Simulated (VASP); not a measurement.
# Ge (Imma) in VASP: notebook, part 2 of 2

VASP 6.6.1.

## (4) Single point, r2SCAN

This run uses another cell than the first one, of 19.01 Å³/atom.

Contents of POSCAR:

```
Ge
1.0
   -2.4958980000      2.6508630000      1.4369470000
    2.4958980000     -2.6508630000      1.4369470000
    2.4958980000      2.6508630000     -1.4369470000
Ge
2
Direct
    0.3140570000      0.0640570000      0.2500000000
    0.6859430000      0.9359430000      0.7500000000
```

Contents of INCAR.step1:

```
SYSTEM = Ge
  PREC = Accurate
  ENCUT = 520
  ISMEAR = -1
  SIGMA = 0.05
  LREAL = .FALSE.
  LASPH = .TRUE.
  NELM = 80
  NBANDS = 21
  GGA = PE
  ALGO = Normal
  EDIFF = 1E-4
  LWAVE = .TRUE.
  LCHARG = .FALSE.
```

Contents of INCAR.step2:

```
SYSTEM = Ge
  PREC = Accurate
  ENCUT = 520
  EDIFF = 1E-6
  ISMEAR = -1
  SIGMA = 0.05
  LREAL = .FALSE.
  LASPH = .TRUE.
  NELM = 80
  ALGO = Normal
  ISIF = 2
  LWAVE = .FALSE.
  LCHARG = .FALSE.
  METAGGA = R2SCAN
  LMIXTAU = .TRUE.
  NBANDS = 21
  ISTART = 1
```

Contents of KPOINTS:

```
Automatic mesh
0
G
  11 11 11
  0 0 0
```

Potentials or basis: VASP PAW PBE potentials, release 64 (Ge_d).

Launch:

```
$ cat potpaw_PBE.64/Ge_d/POTCAR > POTCAR
$ cp INCAR.step1 INCAR
$ mpirun -np 1 vasp_std > vasp.out
$ cp INCAR.step2 INCAR
$ mpirun -np 1 vasp_std > vasp.out
```

OUTCAR:

```text
SYSTEM = Ge
   PREC = Accurate
   ENCUT = 520
   EDIFF = 1E-6
   ISMEAR = -1
   LREAL = .FALSE.
   LASPH = .TRUE.
   NELM = 80
   ISIF = 2
   METAGGA = R2SCAN
   ISTART = 1

 ion  position               nearest neighbor table
   1  0.314  0.064  0.250-   2 2.68   2 2.68   2 2.72   2 2.72
   2  0.686  0.936  0.750-   1 2.68   1 2.68   1 2.72   1 2.72

  LATTYP: Found a body centered orthorhombic cell.
 ALAT       =     2.8738940000
 B/A-ratio  =     1.7369450648
 C/A-ratio  =     1.8447882907

  Lattice vectors:

 A1 = (   2.4958980000,  -2.6508630000,   1.4369470000)
 A2 = (  -2.4958980000,  -2.6508630000,  -1.4369470000)
 A3 = (   2.4958980000,   2.6508630000,  -1.4369470000)

Analysis of symmetry for initial positions (statically):
=====================================================================
 Subroutine PRICEL returns:
 Original cell was already a primitive cell.

 Routine SETGRP: Setting up the symmetry group for a
 body centered orthorhombic supercell.

 Subroutine GETGRP returns: Found  8 space group operations
 (whereof  4 operations were pure point group operations)
 out of a pool of  8 trial point group operations.

The static configuration has the point symmetry C_2h.
 The point group associated with its full space group is D_2h.

Analysis of symmetry for dynamics (positions and initial velocities):
=====================================================================
 Subroutine PRICEL returns:
 Original cell was already a primitive cell.

 Routine SETGRP: Setting up the symmetry group for a
 body centered orthorhombic supercell.

 Subroutine GETGRP returns: Found  8 space group operations
 (whereof  4 operations were pure point group operations)
 out of a pool of  8 trial point group operations.

The dynamic configuration has the point symmetry C_2h.
 The point group associated with its full space group is D_2h.

 Subroutine INISYM returns: Found  8 space group operations
 (whereof  4 operations are pure point group operations),
 and found     1 'primitive' translations

----------------------------------------------------------------------------------------

                                     Primitive cell

  volume of cell :      38.0290

  direct lattice vectors                    reciprocal lattice vectors
    -2.495898000  2.650863000  1.436947000     0.000000000  0.188617820  0.347959946
     2.495898000 -2.650863000  1.436947000     0.200328699  0.000000000  0.347959946
     2.495898000  2.650863000 -1.436947000     0.200328699  0.188617820  0.000000000

  length of vectors
     3.914255760  3.914255760  3.914255760     0.395793893  0.401506801  0.275151358

  position of ions in fractional coordinates (direct lattice)
     0.314057000  0.064057000  0.250000000
     0.685943000  0.935943000  0.750000000

  ion indices of the primitive-cell ions
   primitive index   ion index
                 1           1
                 2           2

----------------------------------------------------------------------------------------

 KPOINTS: Automatic mesh

Automatic generation of k-mesh.
 Grid dimensions read from file:
 generate k-points for:   11   11   11

 Generating k-lattice:

  Cartesian coordinates                     Fractional coordinates (reciprocal lattice)
     0.000000000  0.017147075  0.031632722     0.090909091 -0.000000000  0.000000000
     0.018211700  0.000000000  0.031632722    -0.000000000  0.090909091  0.000000000
     0.018211700  0.017147075  0.000000000     0.000000000  0.000000000  0.090909091

  Length of vectors
     0.035981263  0.036500618  0.025013760

  Shift w.r.t. Gamma in fractional coordinates (k-lattice)
     0.000000000  0.000000000  0.000000000

 Subroutine IBZKPT returns following result:
 ===========================================

 Found    216 irreducible k-points:

 Following reciprocal coordinates:
            Coordinates               Weight
  0.000000  0.000000  0.000000      1.000000
  0.090909  0.000000 -0.000000      4.000000
  0.181818  0.000000 -0.000000      4.000000
  0.272727  0.000000 -0.000000      4.000000
  0.363636  0.000000 -0.000000      4.000000
  0.454545  0.000000 -0.000000      4.000000
[... 16 lines left out ...]
  0.454545  0.181818 -0.000000      8.000000
 -0.454545  0.181818  0.000000      8.000000
 [... further k-points ...]
   k-points           NKPTS =    216   k-points in BZ     NKDIM =    216   number of bands    NBANDS=     21
   number of dos      NEDOS =    301   number of ions     NIONS =      2
   total plane-waves  NPLWV =  27000
   dimension x,y,z NGX =    30 NGY =   30 NGZ =   30
   dimension x,y,z NGXF=    60 NGYF=   60 NGZF=   60
   ions per type =               2
   NGX,Y,Z   is equivalent  to a cutoff of  12.74, 12.74, 12.74 a.u.
   NGXF,Y,Z  is equivalent  to a cutoff of  25.48, 25.48, 25.48 a.u.
 SYSTEM =  Ge
   PREC   = accura    normal or accurate (medium, high low for compatibility)
   ISTART =      1    job   : 0-new  1-cont  2-samecut
   ICHARG =      0    charge: 1-file 2-atom 10-const
   ISPIN  =      1    spin polarized calculation?
   LNONCOLLINEAR =      F non collinear calculations
   LSORBIT =      F    spin-orbit coupling
   LASPH  =      T    aspherical Exc in radial PAW
   ENCUT  =  520.0 eV  38.22 Ry    6.18 a.u.   7.28  7.28  7.28*2*pi/ulx,y,z
   NELM   =     80;   NELMIN=  2; NELMDL=  0     # of ELM steps
   EDIFF  = 0.1E-05   stopping-criterion for ELM
   LREAL  =      F    real-space projection
   EDIFFG = 0.1E-04   stopping-criterion for IOM
   NSW    =      0    number of steps for IOM
   IBRION =     -1    ionic relax: 0-MD 1-quasi-New 2-CG
   NFREE  =      0    steps in history (QN), initial steepest desc. (CG)
   ISIF   =      2    stress and relaxation
   ISYM   =      2    0-nonsym 1-usesym 2-fastsym
   POTIM  = 0.5000    time-step for ionic-motion
   TEBEG  =    0.0;   TEEND  =   0.0 temperature during run
   PSTRESS=    0.0 pullay stress
   NELECT =      28.0000    total number of electrons
   NUPDOWN=      -1.0000    fix difference up-down
   EMIN   =  10.00;   EMAX   =-10.00  energy-range for DOS
   EFERMI =   0.00;   METHOD = LEGACY
   ISMEAR =    -1;   SIGMA  =   0.05  broadening in eV -4-tet -1-fermi 0-gaus
   EFERMI_NEDOS =   21; number of points for ismear=-14 and -15
   IALGO  =     38    algorithm
   IMIX   =      4    mixing-type and parameters
     AMIX     =   0.40;   BMIX     =  1.00
     AMIX_MAG =   1.60;   BMIX_MAG =  1.00
  volume/ion in A,a.u.               =      19.01       128.32
  Fermi-wavevector in a.u.,A,eV,Ry     =   1.478277  2.793539 29.732860  2.185304
  Thomas-Fermi vector in A             =   2.592578
   LORBIT       =      0    0 simple, 1 ext, 2 COOP (PROOUT), +10 PAW based schemes
   METAGGA = R2SCAN    functional components
   LHFCALC =     F    Hartree Fock is set to
   AEXX    =    0.0000 exact exchange contribution
   IVDW    =     0    specifies the selected vdW correction
   LEPSILON=     F    determine dielectric tensor
   LRPA    =     F    only Hartree local field effects (RPA)
 non-spin polarized calculation
  energy-cutoff  :      520.00
  volume of cell :       38.03
 maximum number of plane-waves:      1044
 NGX is ok and might be reduce to    30
   NGX = 15   NGY = 15   NGZ = 15

 number of electron      28.0000014 magnetization

 Free energy of the ion-electron system (eV)
  ---------------------------------------------------
  ext. energy  EPLUGINS =         0.00000000
  ---------------------------------------------------
  free energy    TOTEN  =       -27.00423703 eV

  energy without entropy =      -26.99874779  energy(sigma->0) =      -27.00149241

 E-fermi :   6.4408     XC(G=0): -12.2401

 val. band max:        6.4360317455   @ k =   0.4545   0.3636  -0.0000
 cond. band min:       6.4490535019   @ k =  -0.2727   0.3636   0.1818
 fundamental gap:      0.0130217563
 Fermi energy:         6.4407588999

 k-point     1 :       0.0000    0.0000    0.0000
  band No.  band energies     occupation
      1     -19.0782      2.00000
      2     -18.9995      2.00000
      3     -18.9955      2.00000
      4     -18.9890      2.00000
      5     -18.9563      2.00000
      6     -18.9152      2.00000
[... 13 lines left out ...]
     20      17.5835      0.00000
     21      19.6790      0.00000
[... 529 lines left out ...]
 k-point    24 :      -0.4545    0.1818    0.0000
  band No.  band energies     occupation
      1     -19.0034      2.00000
      2     -18.9669      2.00000
      3     -18.9552      2.00000
      4     -18.9368      2.00000
      5     -18.9284      2.00000
      6     -18.8943      2.00000
[... 13 lines left out ...]
     20      17.9939      0.00000
     21      18.1076      0.00000

 [... further k-points ...]

------------------------ aborting loop because EDIFF is reached ----------------------------------------

  FORCE on cell =-STRESS in cart. coord.  units (eV):
  Direction    XX          YY          ZZ          XY          YZ          ZX
  --------------------------------------------------------------------------------------
  -------------------------------------------------------------------------------------
  Total       -0.0901015     -0.6267648     -0.3703289      0.0000000     -0.0000000      0.0000000
  in kB       -3.7960124    -26.4058608    -15.6021111      0.0000000     -0.0000000      0.0000000
  external PRESSURE =     -15.2679948 kB  Pullay stress =       0.0000000 kB

 VOLUME and BASIS-vectors are now :
 -----------------------------------------------------------------------------
  energy-cutoff  :      520.00
  volume of cell :       38.03
      direct lattice vectors                 reciprocal lattice vectors
    -2.495898000  2.650863000  1.436947000     0.000000000  0.188617820  0.347959946
     2.495898000 -2.650863000  1.436947000     0.200328699  0.000000000  0.347959946
     2.495898000  2.650863000 -1.436947000     0.200328699  0.188617820  0.000000000

 POSITION                                       TOTAL-FORCE (eV/Angst)
 -----------------------------------------------------------------------------------
      0.00000      1.32543      0.18409        -0.000000      0.000000      0.089882
      2.49590      1.32543      1.25285         0.000000     -0.000000     -0.089882
 -----------------------------------------------------------------------------------
    total drift:                               -0.000000     -0.000000      0.000000

  FREE ENERGIE OF THE ION-ELECTRON SYSTEM (eV)
  ---------------------------------------------------
  free  energy   TOTEN  =       -27.0042370274 eV

  energy  without entropy=      -26.9987477877  energy(sigma->0) =      -27.00149241
```

Wall time 7.3 min (1 thread of Intel Xeon Platinum 8488C (Sapphire Rapids), shared host); peak memory 0.27 GiB.

What came out:

```
Free energy            : -27.0042 eV
Pressure               : -1.5 GPa
Largest force          : 0.090 eV/Å
Band gap on the k mesh : zero (bands 14 and 15 overlap by 5.48 eV)
```

Forces on the atoms (eV/Å):
```
Ge   0.000  0.000  0.090
Ge   0.000  0.000 -0.090
```

Levels at points of the mesh, in eV from the Fermi level:
| k point | band 11 | band 12 | band 13 | band 14 | band 15 | band 16 | band 17 | band 18 |
| --- | --- | --- | --- | --- | --- | --- | --- | --- |
| (0.00, 0.00, 0.00) | -13.76 | -3.88 | -2.60 | -2.10 | 3.91 | 7.27 | 7.54 | 8.28 |

Caveat: the PAW data sets were made with another functional, which shifts forces and pressure a little.

## (5) The runs side by side

| cell | gap on the mesh (eV) | pressure (GPa) | largest force (eV/Å) |
| --- | --- | --- | --- |
| a = 3.861 Å, angles 100.8, 94.7, 136.9°, 2 atoms | none | 1.7 | 0.08 |
| a = 3.888 Å, angles 100.8, 94.7, 136.9°, 2 atoms | none | 0.0 | 0.09 |
| a = 3.914 Å, angles 100.8, 94.7, 136.9°, 2 atoms | none | -1.5 | 0.09 |

Alike in all rows: task single point; level r2SCAN; potentials or basis VASP PAW PBE potentials, release 64 (Ge_d); no spin polarisation; k mesh 11 × 11 × 11; cutoff (eV) 520; smearing fermi-dirac 0.05 eV.

Caveats: the PAW data sets were made with another functional, which shifts forces and pressure a little.

Total energies depend on the potentials used, so only differences within one code and one set of settings carry meaning.

The gap in the log of VASP goes by the Fermi energy; the results here count the filled bands.